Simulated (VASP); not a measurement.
Runs of VASP 6.6.1 on BaTiO3. The structure is that of space group Pm-3m (No. 221), or close to it. The cells are those of the table. 

```csv
task,cell,cutoff (eV),gap on the mesh (eV),pressure (GPa)
relaxation of cell and atoms,"relaxed to 6 GPa from a = 4.006 Å, 5 atoms",600,1.77,6.0
single point,"a = 3.974 Å, 5 atoms",520,1.79,7.9
single point,"a = 4.019 Å, 5 atoms",520,(b),1.7
single point,"a = 3.988 Å, 5 atoms",520,1.77,5.8
single point,"a = 3.960 Å, 5 atoms",520,1.81,(d)
relaxation of cell and atoms,"relaxed to 2 GPa from a = 4.006 Å, 5 atoms",600,1.73,2.0
relaxation of cell and atoms,"relaxed to 4 GPa from a = 4.006 Å, 5 atoms",600,(a),4.0
single point,"a = 4.003 Å, 5 atoms",520,(c),3.8
relaxation of cell and atoms,"relaxed to 8 GPa from a = 4.006 Å, 5 atoms",600,1.79,8.0
relaxation of cell and atoms,"relaxed from a = 4.006 Å, 5 atoms",600,1.70,0.0
```

Alike in all rows: level PBE; potentials or basis VASP PAW PBE potentials, release 64 (Ba_sv, Ti_sv, O); no spin polarisation; k mesh 6 × 6 × 6; smearing gaussian 0.01 eV.

Problem. Fill in the values left out.

Solution. (a) 1.75; (b) 1.72; (c) 1.74; (d) 10.0.

Caveats: spin-orbit coupling is left out, which moves the levels of the heavy elements; the cell is relaxed towards a set pressure, so the run minimises the enthalpy, not the energy (at least some runs); the cell stands under pressure (at least some runs).

A k mesh can miss the band edges, and the runs leave out spin-orbit coupling on Ba.
